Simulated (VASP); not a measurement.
# YHg (R-3m) in VASP: a series of runs

Runs on YHg. Level: LDA. Tasks: electric field gradients.

Everything below comes from runs of VASP 6.6.1. Logs are shortened: lines on timing, memory, paths and dates and some standing lists are left out, and cuts for length are marked.

### Step 1. The cell of the first run

Symmetry: R-3m, No. 166, trigonal system. Conventional cell: a = 5.233 Å, b = 5.233 Å, c = 6.314 Å, α = 90.00°, β = 90.00°, γ = 120.00°. Y (site symmetry -3m) has 8 Hg at 3.16 to 3.20 Å and 6 Y at 3.68 Å within 4.2 Å. Within 4.2 Å of Hg (site symmetry -3m) lie 8 Y at 3.16 to 3.20 Å and 6 Hg at 3.68 Å.

### Step 2. Electric field gradients, LDA (equal xy, yz and zx shear strains of -1 %)

Input file INCAR:

```
SYSTEM = YHg
  PREC = Accurate
  ENCUT = 520
  EDIFF = 1E-8
  ISMEAR = -1
  SIGMA = 0.08
  LREAL = .False.
  LASPH = .True.
  NELM = 100
  ALGO = Normal
  ISIF = 2
  LWAVE = .False.
  LCHARG = .False.
  GGA = CA
  LEFG = .True.
  NBANDS = 18
```

Input file KPOINTS:

```
Automatic mesh
0
Gamma
  11 11 11
  0 0 0
```

Input file POSCAR:

```
YHg
1.0
    3.6820000000     -0.0184100000     -0.0184100000
   -0.0184100000      3.6820000000     -0.0184100000
   -0.0184100000     -0.0184100000      3.6820000000
Y Hg
1 1
Direct
    0.5000000000      0.5000000000      0.5000000000
    0.0000000000      0.0000000000      0.0000000000
```

Potentials or basis: VASP PAW LDA potentials, release 64 (Y_sv, Hg).

The run is started by

```sh
cat potpaw_LDA.64/Y_sv/POTCAR potpaw_LDA.64/Hg/POTCAR > POTCAR
mpirun -np 1 vasp_std > vasp.out
```

OUTCAR:

```text
SYSTEM = YHg
   PREC = Accurate
   ENCUT = 520
   EDIFF = 1E-8
   ISMEAR = -1
   LREAL = .False.
   LASPH = .True.
   NELM = 100
   ISIF = 2
   GGA = CA

 ion  position               nearest neighbor table
   1  0.500  0.500  0.500-   2 3.16   2 3.16   2 3.20   2 3.20   2 3.20   2 3.20   2 3.20   2 3.20

   2  0.000  0.000  0.000-   1 3.16   1 3.16   1 3.20   1 3.20   1 3.20   1 3.20   1 3.20   1 3.20

  LATTYP: Found a trigonal (rhomboedric) cell.
 ALAT       =     3.6820920488
 COS(alpha) =    -0.0099745013

  Lattice vectors:

 A1 = (   3.6820000000,  -0.0184100000,  -0.0184100000)
 A2 = (  -0.0184100000,   3.6820000000,  -0.0184100000)
 A3 = (  -0.0184100000,  -0.0184100000,   3.6820000000)

Analysis of symmetry for initial positions (statically):
=====================================================================
 Subroutine PRICEL returns:
 Original cell was already a primitive cell.

 Routine SETGRP: Setting up the symmetry group for a
 trigonal (rhombohedral) supercell.

 Subroutine GETGRP returns: Found 12 space group operations
 (whereof 12 operations were pure point group operations)
 out of a pool of 12 trial point group operations.

The static configuration has the point symmetry D_3d.

Analysis of symmetry for dynamics (positions and initial velocities):
=====================================================================
 Subroutine PRICEL returns:
 Original cell was already a primitive cell.

 Routine SETGRP: Setting up the symmetry group for a
 trigonal (rhombohedral) supercell.

 Subroutine GETGRP returns: Found 12 space group operations
 (whereof 12 operations were pure point group operations)
 out of a pool of 12 trial point group operations.

The dynamic configuration has the point symmetry D_3d.

 Subroutine INISYM returns: Found 12 space group operations
 (whereof 12 operations are pure point group operations),
 and found     1 'primitive' translations

----------------------------------------------------------------------------------------

                                     Primitive cell

  volume of cell :      49.9136

  direct lattice vectors                    reciprocal lattice vectors
     3.682000000 -0.018410000 -0.018410000     0.271605175  0.001364850  0.001364850
    -0.018410000  3.682000000 -0.018410000     0.001364850  0.271605175  0.001364850
    -0.018410000 -0.018410000  3.682000000     0.001364850  0.001364850  0.271605175

  length of vectors
     3.682092049  3.682092049  3.682092049     0.271612033  0.271612033  0.271612033

  position of ions in fractional coordinates (direct lattice)
     0.500000000  0.500000000  0.500000000
     0.000000000  0.000000000  0.000000000

  ion indices of the primitive-cell ions
   primitive index   ion index
                 1           1
                 2           2

----------------------------------------------------------------------------------------

 KPOINTS: Automatic mesh

Automatic generation of k-mesh.
 Grid dimensions read from file:
 generate k-points for:   11   11   11

 Generating k-lattice:

  Cartesian coordinates                     Fractional coordinates (reciprocal lattice)
     0.024691380  0.000124077  0.000124077     0.090909091 -0.000000000 -0.000000000
     0.000124077  0.024691380  0.000124077    -0.000000000  0.090909091 -0.000000000
     0.000124077  0.000124077  0.024691380    -0.000000000 -0.000000000  0.090909091

  Length of vectors
     0.024692003  0.024692003  0.024692003

  Shift w.r.t. Gamma in fractional coordinates (k-lattice)
     0.000000000  0.000000000  0.000000000

 Subroutine IBZKPT returns following result:
 ===========================================

 Found    146 irreducible k-points:

 Following reciprocal coordinates:
            Coordinates               Weight
  0.000000  0.000000  0.000000      1.000000
  0.090909  0.000000  0.000000      6.000000
  0.181818 -0.000000 -0.000000      6.000000
  0.272727 -0.000000 -0.000000      6.000000
  0.363636  0.000000  0.000000      6.000000
  0.454545 -0.000000  0.000000      6.000000
[... 16 lines left out ...]
 -0.272727  0.181818  0.000000     12.000000
 -0.181818  0.181818  0.000000      6.000000
 [... further k-points ...]
   k-points           NKPTS =    146   k-points in BZ     NKDIM =    146   number of bands    NBANDS=     18
   number of dos      NEDOS =    301   number of ions     NIONS =      2
   total plane-waves  NPLWV =  21952
   dimension x,y,z NGX =    28 NGY =   28 NGZ =   28
   dimension x,y,z NGXF=    56 NGYF=   56 NGZF=   56
   ions per type =               1   1
   NGX,Y,Z   is equivalent  to a cutoff of  12.64, 12.64, 12.64 a.u.
   NGXF,Y,Z  is equivalent  to a cutoff of  25.28, 25.28, 25.28 a.u.
 SYSTEM =  YHg
   PREC   = accura    normal or accurate (medium, high low for compatibility)
   ISTART =      0    job   : 0-new  1-cont  2-samecut
   ICHARG =      2    charge: 1-file 2-atom 10-const
   ISPIN  =      1    spin polarized calculation?
   LNONCOLLINEAR =      F non collinear calculations
   LSORBIT =      F    spin-orbit coupling
   LASPH  =      T    aspherical Exc in radial PAW
   ENCUT  =  520.0 eV  38.22 Ry    6.18 a.u.   6.85  6.85  6.85*2*pi/ulx,y,z
   NELM   =    100;   NELMIN=  2; NELMDL= -5     # of ELM steps
   EDIFF  = 0.1E-07   stopping-criterion for ELM
   LREAL  =      F    real-space projection
   EDIFFG = 0.1E-06   stopping-criterion for IOM
   NSW    =      0    number of steps for IOM
   IBRION =     -1    ionic relax: 0-MD 1-quasi-New 2-CG
   NFREE  =      0    steps in history (QN), initial steepest desc. (CG)
   ISIF   =      2    stress and relaxation
   ISYM   =      2    0-nonsym 1-usesym 2-fastsym
   POTIM  = 0.5000    time-step for ionic-motion
   TEBEG  =    0.0;   TEEND  =   0.0 temperature during run
   PSTRESS=    0.0 pullay stress
   NELECT =      23.0000    total number of electrons
   NUPDOWN=      -1.0000    fix difference up-down
   EMIN   =  10.00;   EMAX   =-10.00  energy-range for DOS
   EFERMI =   0.00;   METHOD = LEGACY
   ISMEAR =    -1;   SIGMA  =   0.08  broadening in eV -4-tet -1-fermi 0-gaus
   EFERMI_NEDOS =   21; number of points for ismear=-14 and -15
   IALGO  =     38    algorithm
   IMIX   =      4    mixing-type and parameters
     AMIX     =   0.40;   BMIX     =  1.00
     AMIX_MAG =   1.60;   BMIX_MAG =  1.00
  volume/ion in A,a.u.               =      24.96       168.42
  Fermi-wavevector in a.u.,A,eV,Ry     =   1.264478  2.389517 21.754412  1.598904
  Thomas-Fermi vector in A             =   2.397781
   LORBIT       =      0    0 simple, 1 ext, 2 COOP (PROOUT), +10 PAW based schemes
   GGA     = CA    functional components
   LHFCALC =     F    Hartree Fock is set to
   AEXX    =    0.0000 exact exchange contribution
   IVDW    =     0    specifies the selected vdW correction
   LEPSILON=     F    determine dielectric tensor
   LRPA    =     F    only Hartree local field effects (RPA)
 non-spin polarized calculation
  energy-cutoff  :      520.00
  volume of cell :       49.91
 maximum number of plane-waves:      1361
   NGX = 13   NGY = 13   NGZ = 13

 number of electron      23.0000002 magnetization

 Free energy of the ion-electron system (eV)
  ---------------------------------------------------
  ext. energy  EPLUGINS =         0.00000000
  ---------------------------------------------------
  free energy    TOTEN  =        -9.20400833 eV

  energy without entropy =       -9.15858773  energy(sigma->0) =       -9.18129803

 E-fermi :   3.8423     XC(G=0): -10.8673

 val. band max:        3.8305268094   @ k =  -0.1818   0.1818   0.0909
 cond. band min:       3.8569990197   @ k =   0.4545  -0.0000   0.0000
 fundamental gap:      0.0264722103
 Fermi energy:         3.8423014249

 k-point     1 :       0.0000    0.0000    0.0000
  band No.  band energies     occupation
      1     -39.0673      2.00000
      2     -19.0762      2.00000
      3     -19.0696      2.00000
      4     -19.0696      2.00000
      5      -4.1552      2.00000
      6      -3.9369      2.00000
[... 10 lines left out ...]
     17       8.2976      0.00000
     18       8.2990      0.00000
[... 463 lines left out ...]
 k-point    24 :      -0.1818    0.1818    0.0000
  band No.  band energies     occupation
      1     -39.0575      2.00000
      2     -19.1483      2.00000
      3     -19.1386      2.00000
      4     -19.0603      2.00000
      5      -3.8395      2.00000
      6      -3.6744      2.00000
[... 10 lines left out ...]
     17       8.9430      0.00000
     18      11.0899      0.00000

 [... further k-points ...]

------------------------ aborting loop because EDIFF is reached ----------------------------------------

  FORCE on cell =-STRESS in cart. coord.  units (eV):
  Direction    XX          YY          ZZ          XY          YZ          ZX
  --------------------------------------------------------------------------------------
  -------------------------------------------------------------------------------------
  Total       -1.0144207     -1.0144207     -1.0144207      0.1123292      0.1123292      0.1123292
  in kB      -32.5619215    -32.5619215    -32.5619215      3.6056578      3.6056578      3.6056578
  external PRESSURE =     -32.5619215 kB  Pullay stress =       0.0000000 kB

 VOLUME and BASIS-vectors are now :
 -----------------------------------------------------------------------------
  energy-cutoff  :      520.00
  volume of cell :       49.91
      direct lattice vectors                 reciprocal lattice vectors
     3.682000000 -0.018410000 -0.018410000     0.271605175  0.001364850  0.001364850
    -0.018410000  3.682000000 -0.018410000     0.001364850  0.271605175  0.001364850
    -0.018410000 -0.018410000  3.682000000     0.001364850  0.001364850  0.271605175

 POSITION                                       TOTAL-FORCE (eV/Angst)
 -----------------------------------------------------------------------------------
      1.82259      1.82259      1.82259        -0.000000     -0.000000      0.000000
      0.00000      0.00000      0.00000         0.000000      0.000000     -0.000000
 -----------------------------------------------------------------------------------
    total drift:                               -0.000000      0.000000      0.000000

  FREE ENERGIE OF THE ION-ELECTRON SYSTEM (eV)
  ---------------------------------------------------
  free  energy   TOTEN  =        -9.2040083329 eV

  energy  without entropy=       -9.1585877307  energy(sigma->0) =       -9.18129803

 Electric field gradients (V/A^2)
---------------------------------------------------------------------
 ion       V_xx      V_yy      V_zz      V_xy      V_xz      V_yz
---------------------------------------------------------------------
   1      -0.000    -0.000     0.000    -1.556    -1.556    -1.556
   2      -0.000    -0.000    -0.000    -0.193    -0.193    -0.193
---------------------------------------------------------------------

 Electric field gradients after diagonalization (V/A^2)
 (convention: |V_zz| > |V_xx| > |V_yy|)
----------------------------------------------------------------------
 ion       V_xx      V_yy      V_zz     asymmetry (V_yy - V_xx)/ V_zz
----------------------------------------------------------------------
   1       1.556     1.556    -3.112       0.000
   2       0.193     0.193    -0.385       0.000
----------------------------------------------------------------------

           NMR quadrupolar parameters

 Cq : quadrupolar parameter    Cq=e*Q*V_zz/h
 eta: asymmetry parameters     (V_yy - V_xx)/ V_zz
 Q  : nuclear electric quadrupole moment in mb (millibarn)
----------------------------------------------------------------------
 ion       Cq(MHz)       eta       Q (mb)
----------------------------------------------------------------------
   1      -0.008       0.000       1.000
   2      -0.001       0.000       1.000
----------------------------------------------------------------------
```

Wall time 89 s (1 thread of Intel Xeon 6975P-C, shared host); peak memory 0.27 GiB.

What came out:

| Item | Value |
| --- | --- |
| Free energy | -9.2040 eV |
| Pressure | -3.3 GPa |

Levels at points of the mesh, in eV from the Fermi level:
```tsv
k point	band 8	band 9	band 10	band 11	band 12	band 13	band 14	band 15	band 16	band 17
(0.00, 0.00, 0.00)	-7.23	-7.19	-7.19	0.25	0.25	3.79	3.79	3.80	4.46	4.46
```

Electric field gradients, principal values (V/Å²):
```csv
atom,least,middle,greatest (by size)
1 Y,1.556,1.556,-3.112
2 Hg,0.193,0.193,-0.385
```

Caveat: the cell differs from its parent crystal (equal xy, yz and zx shear strains of -1 %); without QUAD_EFG the Cq values of the log hold for a quadrupole moment of 1 mb, not for the nuclei; spin-orbit coupling is left out, which moves the levels of the heavy elements.

### Step 3. Electric field gradients, LDA (equal xy, yz and zx shear strains of +1 %)

Input file INCAR:

```
SYSTEM = YHg
ALGO     = Normal         ! electronic algorithm
EDIFF    = 1E-8           ! SCF threshold, eV
ENCUT    = 520            ! plane-wave cutoff, eV
GGA      = CA             ! functional
ISIF     = 2              ! what is computed and relaxed
ISMEAR   = -1             ! smearing method
LASPH    = .TRUE.         ! aspherical terms in the spheres
LCHARG   = .FALSE.        ! write CHGCAR
LEFG     = .TRUE.       
LREAL    = .FALSE.        ! projectors in reciprocal space
LWAVE    = .FALSE.        ! write WAVECAR
NBANDS   = 18             ! bands
NELM     = 100            ! most SCF steps
PREC     = Accurate       ! precision mode
SIGMA    = 0.08           ! smearing width, eV
```

Input file KPOINTS:

```
k-points
0
G
  11 11 11
  0 0 0
```

Input file POSCAR:

```
YHg
1.0
    3.6820000000      0.0184100000      0.0184100000
    0.0184100000      3.6820000000      0.0184100000
    0.0184100000      0.0184100000      3.6820000000
Y Hg
1 1
Direct
    0.5000000000      0.5000000000      0.5000000000
    0.0000000000      0.0000000000      0.0000000000
```

Potentials or basis: VASP PAW LDA potentials, release 64 (Y_sv, Hg).

The run is started by

```sh
cat potpaw_LDA.64/Y_sv/POTCAR potpaw_LDA.64/Hg/POTCAR > POTCAR
mpirun -np 1 vasp_std > vasp.out
```

OUTCAR:

```text
SYSTEM = YHg
   EDIFF = 1E-8
   ENCUT = 520
   GGA = CA
   ISIF = 2
   ISMEAR = -1
   LASPH = .TRUE.
   LREAL = .FALSE.
   NELM = 100
   PREC = Accurate

 ion  position               nearest neighbor table
   1  0.500  0.500  0.500-   2 3.18   2 3.18   2 3.18   2 3.18   2 3.18   2 3.18   2 3.22   2 3.22

   2  0.000  0.000  0.000-   1 3.18   1 3.18   1 3.18   1 3.18   1 3.18   1 3.18   1 3.22   1 3.22

  LATTYP: Found a trigonal (rhomboedric) cell.
 ALAT       =     3.6820920488
 COS(alpha) =     0.0100244988

[... 719 lines left out ...]
  ---------------------------------------------------
  free  energy   TOTEN  =        -9.2041210698 eV

  energy  without entropy=       -9.1586929363  energy(sigma->0) =       -9.18140700

 Electric field gradients (V/A^2)
---------------------------------------------------------------------
 ion       V_xx      V_yy      V_zz      V_xy      V_xz      V_yz
---------------------------------------------------------------------
   1      -0.000    -0.000     0.000     1.612     1.612     1.612
   2      -0.000     0.000     0.000     0.859     0.859     0.859
---------------------------------------------------------------------

 Electric field gradients after diagonalization (V/A^2)
 (convention: |V_zz| > |V_xx| > |V_yy|)
----------------------------------------------------------------------
 ion       V_xx      V_yy      V_zz     asymmetry (V_yy - V_xx)/ V_zz
----------------------------------------------------------------------
   1      -1.612    -1.612     3.223       0.000
   2      -0.859    -0.859     1.719       0.000
----------------------------------------------------------------------

           NMR quadrupolar parameters

 Cq : quadrupolar parameter    Cq=e*Q*V_zz/h
 eta: asymmetry parameters     (V_yy - V_xx)/ V_zz
 Q  : nuclear electric quadrupole moment in mb (millibarn)
----------------------------------------------------------------------
 ion       Cq(MHz)       eta       Q (mb)
----------------------------------------------------------------------
   1       0.008       0.000       1.000
   2       0.004       0.000       1.000
----------------------------------------------------------------------
```

OSZICAR:

```text
N       E                     dE             d eps       ncg     rms          rms(c)
DAV:   1     0.134331481976E+03    0.13433E+03   -0.11773E+04  5304   0.122E+03
DAV:   2    -0.352542751423E+01   -0.13786E+03   -0.13372E+03  5662   0.306E+02
DAV:   3    -0.960033949153E+01   -0.60749E+01   -0.60240E+01  8224   0.529E+01
DAV:   4    -0.973565772448E+01   -0.13532E+00   -0.13496E+00  6372   0.570E+00
DAV:   5    -0.973749513242E+01   -0.18374E-02   -0.18367E-02  6568   0.563E-01    0.291E+01
DAV:   6    -0.929825798108E+01    0.43924E+00   -0.71563E-01  5928   0.737E+00    0.178E+01
DAV:   7    -0.921264664865E+01    0.85611E-01   -0.50289E-01  5992   0.425E+00    0.267E+00
DAV:   8    -0.920541786047E+01    0.72288E-02   -0.35437E-02  5764   0.133E+00    0.458E-01
DAV:   9    -0.920413201658E+01    0.12858E-02   -0.79754E-03  6402   0.623E-01    0.105E-01
DAV:  10    -0.920412137229E+01    0.10644E-04   -0.29836E-04  5888   0.993E-02    0.191E-02
DAV:  11    -0.920412092645E+01    0.44583E-06   -0.10179E-05  6260   0.231E-02    0.988E-03
DAV:  12    -0.920412108055E+01   -0.15410E-06   -0.90898E-07  7292   0.593E-03    0.959E-03
DAV:  13    -0.920412106627E+01    0.14285E-07   -0.22791E-07  5762   0.324E-03    0.110E-03
DAV:  14    -0.920412106981E+01   -0.35457E-08   -0.77973E-09  4144   0.634E-04
   1 F= -.92041211E+01 E0= -.91814070E+01  d E =-.454281E-01
```

stdout:

```text
POSCAR found type information on POSCAR Y Hg
 POSCAR found :  2 types and       2 ions
 scaLAPACK will be used
 LDA part: xc-table for (Slater(with rela. corr.)+CA(PZ))
 , standard interpolation
 POSCAR, INCAR and KPOINTS ok, starting setup
 FFT: planning ... GRIDC
 FFT: planning ... GRID_SOFT
 FFT: planning ... GRID
 WAVECAR not read
 entering main loop
ion   1

ion   2
```

Wall time 85 s (1 thread of Intel Xeon 6975P-C, shared host); peak memory 0.27 GiB.

Results:

- Free energy: -9.2041 eV
- Pressure: -3.3 GPa

Stress tensor (GPa, compression positive):
```
-3.26 -0.33 -0.33
-0.33 -3.26 -0.33
-0.33 -0.33 -3.26
```

Electric field gradients, principal values (V/Å²):
| atom | least | middle | greatest (by size) |
| --- | --- | --- | --- |
| 1 Y | -1.612 | -1.612 | 3.223 |
| 2 Hg | -0.859 | -0.859 | 1.719 |

Caveat: the cell differs from its parent crystal (equal xy, yz and zx shear strains of +1 %); without QUAD_EFG the Cq values of the log hold for a quadrupole moment of 1 mb, not for the nuclei; spin-orbit coupling is left out, which moves the levels of the heavy elements.
